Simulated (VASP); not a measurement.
# ZnIr (P-6m2) in VASP: further runs

The runs below take ZnIr through density of states, with LDA.

Program: VASP 6.6.1. These are calculated values, not measurements. Logs are shortened: lines on timing, memory, paths and dates and some standing lists are left out, and cuts for length are marked.

## Step 1: The cell of the first run

The structure is hexagonal, space group P-6m2 (No. 187). The conventional cell has a = 2.777 Å, b = 2.777 Å, c = 4.164 Å, α = 90.00°, β = 90.00°, γ = 120.00°. Within 3.5 Å of Zn (site symmetry -6m2) lie 6 Ir at 2.63 Å and 6 Zn at 2.78 Å. Ir (site symmetry -6m2) has 6 Zn at 2.63 Å and 6 Ir at 2.78 Å within 3.5 Å.

## Step 2: Density of states, LDA, collinear spin, ferromagnetic start

Input file POSCAR:

```
ZnIr
1.0
    2.7771790596      0.0000000000      0.0000000000
   -1.3885895298      2.4051076165      0.0000000000
    0.0000000000      0.0000000000      4.1638620700
Zn Ir
1 1
Direct
    0.6666666667      0.3333333333      0.5000000000
    0.0000000000      0.0000000000      0.0000000000
```

Input file INCAR.step1:

```
SYSTEM = ZnIr
PREC = Accurate
ENCUT = 520
EDIFF = 1E-7
ISMEAR = -1
SIGMA = 0.03
LREAL = .FALSE.
LASPH = .TRUE.
NELM = 150
ALGO = Normal
ISIF = 2
LWAVE = .FALSE.
LCHARG = .TRUE.
ISPIN = 2
MAGMOM = 0 0.8
LMAXMIX = 4
GGA = CA
NBANDS = 22
```

Input file KPOINTS.step1:

```
regular mesh
0
G
  14 14 8
  0 0 0
```

Input file INCAR.step2:

```
SYSTEM = ZnIr
PREC = Accurate
ENCUT = 520
EDIFF = 1E-7
ISMEAR = -5
SIGMA = 0.03
LREAL = .FALSE.
LASPH = .TRUE.
NELM = 150
ALGO = Normal
ISIF = 2
LWAVE = .FALSE.
LCHARG = .FALSE.
ISPIN = 2
MAGMOM = 0 0.8
LORBIT = 11
LMAXMIX = 4
GGA = CA
NEDOS = 2001
ICHARG = 11
```

Input file KPOINTS.step2:

```
regular mesh
0
G
  21 21 12
  0 0 0
```

Potentials or basis: VASP PAW LDA potentials, release 64 (Zn, Ir).

The run is started by

```sh
cat potpaw_LDA.64/Zn/POTCAR potpaw_LDA.64/Ir/POTCAR > POTCAR
cp INCAR.step1 INCAR
cp KPOINTS.step1 KPOINTS
mpirun -np 1 vasp_std > vasp.out
cp INCAR.step2 INCAR
cp KPOINTS.step2 KPOINTS
mpirun -np 1 vasp_std > vasp.out
```

OUTCAR:

```text
SYSTEM = ZnIr
   PREC = Accurate
   ENCUT = 520
   EDIFF = 1E-7
   ISMEAR = -5
   LREAL = .FALSE.
   LASPH = .TRUE.
   NELM = 150
   ISIF = 2
   ISPIN = 2
   LORBIT = 11
   GGA = CA
   ICHARG = 11

 ion  position               nearest neighbor table
   1  0.667  0.333  0.500-   2 2.63   2 2.63   2 2.63   2 2.63   2 2.63   2 2.63
   2  0.000  0.000  0.000-   1 2.63   1 2.63   1 2.63   1 2.63   1 2.63   1 2.63

  LATTYP: Found a hexagonal cell.
 ALAT       =     2.7771790596
 C/A-ratio  =     1.4993135050

  Lattice vectors:

 A1 = (   2.7771790596,   0.0000000000,   0.0000000000)
 A2 = (  -1.3885895298,   2.4051076165,   0.0000000000)
 A3 = (   0.0000000000,   0.0000000000,   4.1638620700)

Analysis of symmetry for initial positions (statically):
=====================================================================
 Subroutine PRICEL returns:
 Original cell was already a primitive cell.

 Routine SETGRP: Setting up the symmetry group for a
 hexagonal supercell.

 Subroutine GETGRP returns: Found 12 space group operations
 (whereof 12 operations were pure point group operations)
 out of a pool of 24 trial point group operations.

The static configuration has the point symmetry D_3h.

Analysis of symmetry for dynamics (positions and initial velocities):
=====================================================================
 Subroutine PRICEL returns:
 Original cell was already a primitive cell.

 Routine SETGRP: Setting up the symmetry group for a
 hexagonal supercell.

 Subroutine GETGRP returns: Found 12 space group operations
 (whereof 12 operations were pure point group operations)
 out of a pool of 24 trial point group operations.

The dynamic configuration has the point symmetry D_3h.

Analysis of structural, dynamic, and magnetic symmetry:
=====================================================================
 Subroutine PRICEL returns:
 Original cell was already a primitive cell.

 Routine SETGRP: Setting up the symmetry group for a
 hexagonal supercell.

 Subroutine GETGRP returns: Found 12 space group operations
 (whereof 12 operations were pure point group operations)
 out of a pool of 24 trial point group operations.

The overall configuration has the point symmetry D_3h.

 Subroutine INISYM returns: Found 12 space group operations
 (whereof 12 operations are pure point group operations),
 and found     1 'primitive' translations

----------------------------------------------------------------------------------------

                                     Primitive cell

  volume of cell :      27.8122

  direct lattice vectors                    reciprocal lattice vectors
     2.777179060  0.000000000  0.000000000     0.360077611  0.207890905  0.000000000
    -1.388589530  2.405107617  0.000000000     0.000000000  0.415781811  0.000000000
     0.000000000  0.000000000  4.163862070     0.000000000  0.000000000  0.240161654

  length of vectors
     2.777179060  2.777179060  4.163862070     0.415781811  0.415781811  0.240161654

  position of ions in fractional coordinates (direct lattice)
     0.666666667  0.333333333  0.500000000
     0.000000000  0.000000000  0.000000000

  ion indices of the primitive-cell ions
   primitive index   ion index
                 1           1
                 2           2

----------------------------------------------------------------------------------------

 KPOINTS: regular mesh

Automatic generation of k-mesh.
 Grid dimensions read from file:
 generate k-points for:   21   21   12

 Generating k-lattice:

  Cartesian coordinates                     Fractional coordinates (reciprocal lattice)
     0.017146553  0.009899567  0.000000000     0.047619048  0.000000000  0.000000000
     0.000000000  0.019799134  0.000000000     0.000000000  0.047619048  0.000000000
     0.000000000  0.000000000  0.020013471     0.000000000  0.000000000  0.083333333

  Length of vectors
     0.019799134  0.019799134  0.020013471

  Shift w.r.t. Gamma in fractional coordinates (k-lattice)
     0.000000000  0.000000000  0.000000000

 TETIRR: Found   5376 inequivalent tetrahedra from    31752

 Subroutine IBZKPT returns following result:
 ===========================================

 Found    336 irreducible k-points:

 Following reciprocal coordinates:
            Coordinates               Weight
  0.000000  0.000000  0.000000      1.000000
  0.047619  0.000000  0.000000      6.000000
  0.095238  0.000000  0.000000      6.000000
  0.142857 -0.000000  0.000000      6.000000
  0.190476  0.000000  0.000000      6.000000
  0.238095  0.000000  0.000000      6.000000
[... 16 lines left out ...]
  0.142857  0.095238  0.000000     12.000000
  0.190476  0.095238  0.000000     12.000000
 [... further k-points ...]
   k-points           NKPTS =    336   k-points in BZ     NKDIM =    336   number of bands    NBANDS=     14
   number of dos      NEDOS =   2001   number of ions     NIONS =      2
   total plane-waves  NPLWV =  18432
   dimension x,y,z NGX =    24 NGY =   24 NGZ =   32
   dimension x,y,z NGXF=    48 NGYF=   48 NGZF=   64
   ions per type =               1   1
   NGX,Y,Z   is equivalent  to a cutoff of  14.37, 14.37, 12.78 a.u.
   NGXF,Y,Z  is equivalent  to a cutoff of  28.73, 28.73, 25.55 a.u.
 SYSTEM =  ZnIr
   PREC   = accura    normal or accurate (medium, high low for compatibility)
   ISTART =      0    job   : 0-new  1-cont  2-samecut
   ICHARG =     11    charge: 1-file 2-atom 10-const
   ISPIN  =      2    spin polarized calculation?
   LNONCOLLINEAR =      F non collinear calculations
   LSORBIT =      F    spin-orbit coupling
   LASPH  =      T    aspherical Exc in radial PAW
   ENCUT  =  520.0 eV  38.22 Ry    6.18 a.u.   5.16  5.16  7.74*2*pi/ulx,y,z
   NELM   =    150;   NELMIN=  2; NELMDL=  0     # of ELM steps
   EDIFF  = 0.1E-06   stopping-criterion for ELM
   LREAL  =      F    real-space projection
   EDIFFG = 0.1E-05   stopping-criterion for IOM
   NSW    =      0    number of steps for IOM
   IBRION =     -1    ionic relax: 0-MD 1-quasi-New 2-CG
   NFREE  =      0    steps in history (QN), initial steepest desc. (CG)
   ISIF   =      2    stress and relaxation
   ISYM   =      2    0-nonsym 1-usesym 2-fastsym
   POTIM  = 0.5000    time-step for ionic-motion
   TEBEG  =    0.0;   TEEND  =   0.0 temperature during run
   PSTRESS=    0.0 pullay stress
   NELECT =      21.0000    total number of electrons
   NUPDOWN=      -1.0000    fix difference up-down
   EMIN   =  10.00;   EMAX   =-10.00  energy-range for DOS
   EFERMI =   0.00;   METHOD = LEGACY
   ISMEAR =    -5;   SIGMA  =   0.03  broadening in eV -4-tet -1-fermi 0-gaus
   EFERMI_NEDOS =   21; number of points for ismear=-14 and -15
   IALGO  =     38    algorithm
   IMIX   =      4    mixing-type and parameters
     AMIX     =   0.40;   BMIX     =  1.00
     AMIX_MAG =   1.60;   BMIX_MAG =  1.00
  volume/ion in A,a.u.               =      13.91        93.84
  Fermi-wavevector in a.u.,A,eV,Ry     =   1.490744  2.817097 30.236460  2.222317
  Thomas-Fermi vector in A             =   2.603487
   LORBIT       =     11    0 simple, 1 ext, 2 COOP (PROOUT), +10 PAW based schemes
   GGA     = CA    functional components
   LHFCALC =     F    Hartree Fock is set to
   AEXX    =    0.0000 exact exchange contribution
   IVDW    =     0    specifies the selected vdW correction
   LEPSILON=     F    determine dielectric tensor
   LRPA    =     F    only Hartree local field effects (RPA)
 spin polarized calculation
 Fermi weights with tetrahedron method with Bloechl corrections
  energy-cutoff  :      520.00
  volume of cell :       27.81
 maximum number of plane-waves:       760
 NGX is ok and might be reduce to    24

 number of electron      20.9999992 magnetization      -0.0000015

 Free energy of the ion-electron system (eV)
  ---------------------------------------------------
  ext. energy  EPLUGINS =         0.00000000
  ---------------------------------------------------
  free energy    TOTEN  =       -12.54894595 eV

  energy without entropy =      -12.54894595  energy(sigma->0) =      -12.54894595

 E-fermi :   6.2900     XC(G=0): -13.3275

 val. band max:        6.2909928860   @ k =   0.2857   0.0476   0.3333
 cond. band min:       6.2271485850   @ k =   0.2857   0.1905   0.5000
 fundamental gap:     -0.0638443010
 Fermi energy:         6.2899786419

 spin component 1

 k-point     1 :       0.0000    0.0000    0.0000
  band No.  band energies     occupation
      1      -4.1814      1.00000
      2      -1.6028      1.00000
      3      -0.8555      1.00000
      4      -0.8555      1.00000
      5      -0.5183      1.00000
      6      -0.5183      1.00000
      7       1.3527      1.00000
      8       3.6343      1.00000
      9       3.6343      1.00000
     10       5.6662      1.00000
     11       6.2621      1.00000
     12       6.2621      0.05228
     13      11.8495      0.00000
     14      21.3114      0.00000

 k-point     2 :       0.0476    0.0000    0.0000
  band No.  band energies     occupation
      1      -4.1096      1.00000
      2      -1.5776      1.00000
      3      -0.8650      1.00000
      4      -0.8421      1.00000
      5      -0.5327      1.00000
      6      -0.5234      1.00000
      7       1.3999      1.00000
      8       3.5835      1.00000
      9       3.7012      1.00000
     10       5.1958      1.00000
[... 362 lines left out ...]
 k-point    24 :       0.1905    0.0952    0.0000
  band No.  band energies     occupation
      1      -2.3950      1.00000
      2      -1.2378      1.00000
      3      -0.9725      1.00000
      4      -0.8570      1.00000
      5      -0.6470      1.00000
      6      -0.4708      1.00000
      7       2.2669      1.00000
      8       3.0289      1.00000
      9       3.0517      1.00000
     10       5.5122      1.00000
     11       5.8498      1.00000
     12      10.5020      0.00000
     13      11.8574      0.00000
     14      15.0820      0.00000

 [... further k-points ...]

 spin component 2

 k-point     1 :       0.0000    0.0000    0.0000
  band No.  band energies     occupation
      1      -4.1814      1.00000
      2      -1.6028      1.00000
      3      -0.8555      1.00000
      4      -0.8555      1.00000
      5      -0.5183      1.00000
      6      -0.5183      1.00000
      7       1.3527      1.00000
      8       3.6343      1.00000
      9       3.6343      1.00000
     10       5.6662      1.00000
     11       6.2621      1.00000
     12       6.2621      0.05229
     13      11.8495      0.00000
     14      21.3114      0.00000

 k-point     2 :       0.0476    0.0000    0.0000
  band No.  band energies     occupation
      1      -4.1096      1.00000
      2      -1.5776      1.00000
      3      -0.8650      1.00000
      4      -0.8421      1.00000
      5      -0.5327      1.00000
      6      -0.5234      1.00000
      7       1.3999      1.00000
      8       3.5835      1.00000
      9       3.7012      1.00000
     10       5.1958      1.00000
[... 362 lines left out ...]
 k-point    24 :       0.1905    0.0952    0.0000
  band No.  band energies     occupation
      1      -2.3950      1.00000
      2      -1.2378      1.00000
      3      -0.9725      1.00000
      4      -0.8570      1.00000
      5      -0.6470      1.00000
      6      -0.4708      1.00000
      7       2.2669      1.00000
      8       3.0289      1.00000
      9       3.0517      1.00000
     10       5.5122      1.00000
     11       5.8498      1.00000
     12      10.5020      0.00000
     13      11.8574      0.00000
     14      15.0820      0.00000

 [... further k-points ...]
[... 5 lines left out ...]
  --------------------------------------------------------------------------------------
  -------------------------------------------------------------------------------------
  Total       -1.5325263     -1.5325263     -1.2880307      0.0000000      0.0000000     -0.0000000
  in kB      -88.2843642    -88.2843642    -74.1996850      0.0000000      0.0000000     -0.0000000
  external PRESSURE =     -83.5894712 kB  Pullay stress =       0.0000000 kB

 VOLUME and BASIS-vectors are now :
 -----------------------------------------------------------------------------
  energy-cutoff  :      520.00
  volume of cell :       27.81
      direct lattice vectors                 reciprocal lattice vectors
     2.777179060  0.000000000  0.000000000     0.360077611  0.207890905  0.000000000
    -1.388589530  2.405107617  0.000000000     0.000000000  0.415781811  0.000000000
     0.000000000  0.000000000  4.163862070     0.000000000  0.000000000  0.240161654

 POSITION                                       TOTAL-FORCE (eV/Angst)
 -----------------------------------------------------------------------------------
      1.38859      0.80170      2.08193         0.000000      0.000000      0.000000
      0.00000      0.00000      0.00000        -0.000000      0.000000      0.000000
 -----------------------------------------------------------------------------------
    total drift:                               -0.004486      0.002590      0.000000

  FREE ENERGIE OF THE ION-ELECTRON SYSTEM (eV)
  ---------------------------------------------------
  free  energy   TOTEN  =       -12.5489459523 eV

  energy  without entropy=      -12.5489459523  energy(sigma->0) =      -12.54894595

 total charge

# of ion       s       p       d       tot
------------------------------------------
    1        0.595   0.543   9.778  10.916
    2        0.635   0.606   7.100   8.341
--------------------------------------------------
tot          1.230   1.149  16.878  19.258

 magnetization (x)

# of ion       s       p       d       tot
------------------------------------------
    1       -0.000   0.000  -0.000  -0.000
    2        0.000   0.000  -0.000  -0.000
--------------------------------------------------
tot          0.000   0.000  -0.000  -0.000
```

Run time: 4.3 min. Hardware: 1 thread of Oxide Virtual Turin-like, shared host; peak memory 0.31 GiB.

What came out:

```
Net moment                                            : 0.00 μB per cell
Valence electrons inside the program's atomic spheres : Zn 10.92; Ir 8.34
```

Caveat: spin-orbit coupling is left out, which moves the levels of the heavy elements; tetrahedron occupations give inexact forces and stress in metals.

## Step 3: Density of states, LDA, collinear spin, ferromagnetic start

POSCAR is that of step 2.

Input file INCAR.step1:

```
PREC = Accurate
ENCUT = 520
EDIFF = 1E-6
ISMEAR = -1
SIGMA = 0.03
LREAL = F
LASPH = T
NELM = 150
ALGO = Normal
ISIF = 2
LWAVE = F
LCHARG = T
ISPIN = 2
MAGMOM = 0 0.8
LMAXMIX = 4
NBANDS = 22
```

Input file KPOINTS.step1:

```
Automatic mesh
0
Gamma
  14 14 8
```

Input file INCAR.step2:

```
PREC = Accurate
ENCUT = 520
EDIFF = 1E-6
ISMEAR = -5
SIGMA = 0.03
LREAL = F
LASPH = T
NELM = 150
ALGO = Normal
ISIF = 2
LWAVE = F
LCHARG = F
ISPIN = 2
MAGMOM = 0 0.8
LORBIT = 10
LMAXMIX = 4
NEDOS = 2001
ICHARG = 11
```

Input file KPOINTS.step2:

```
Automatic mesh
0
Gamma
  21 21 12
```

Potentials or basis: VASP PAW LDA potentials, release 64 (Zn, Ir).

The run is started by

```sh
cat potpaw_LDA.64/Zn/POTCAR potpaw_LDA.64/Ir/POTCAR > POTCAR
cp INCAR.step1 INCAR
cp KPOINTS.step1 KPOINTS
mpirun -np 1 vasp_std > vasp.out
cp INCAR.step2 INCAR
cp KPOINTS.step2 KPOINTS
mpirun -np 1 vasp_std > vasp.out
```

Run time: 4.9 min. Hardware: 1 thread of Oxide Virtual Turin-like, shared host; peak memory 0.31 GiB.

The run converged. Its results:

```yaml
Net_moment: 0.00 μB per cell
Valence_electrons_inside_the_program's_atomic_spheres: Zn 10.92; Ir 8.34
```

Levels at points of the mesh, in eV from the Fermi level:
Spin up:
| k point | band 6 | band 7 | band 8 | band 9 | band 10 | band 11 | band 12 | band 13 | band 14 |
| --- | --- | --- | --- | --- | --- | --- | --- | --- | --- |
| (0.00, 0.00, 0.00) | -6.81 | -4.94 | -2.66 | -2.66 | -0.62 | -0.03 | -0.03 | 5.56 | 15.02 |
| (0.00, 0.00, 0.50) | -6.84 | -6.77 | -3.23 | -2.49 | -2.49 | -0.12 | -0.12 | 11.88 | 14.90 |
Spin down:
```
           k point  band 7  band 8  band 9  band 10  band 11  band 12  band 13  band 14
(0.00, 0.00, 0.00)   -4.94   -2.66   -2.66    -0.62    -0.03    -0.03     5.56    15.02
(0.00, 0.00, 0.50)   -6.77   -3.23   -2.49    -2.49    -0.12    -0.12    11.88    14.91
```

Caveat: spin-orbit coupling is left out, which moves the levels of the heavy elements; tetrahedron occupations give inexact forces and stress in metals.
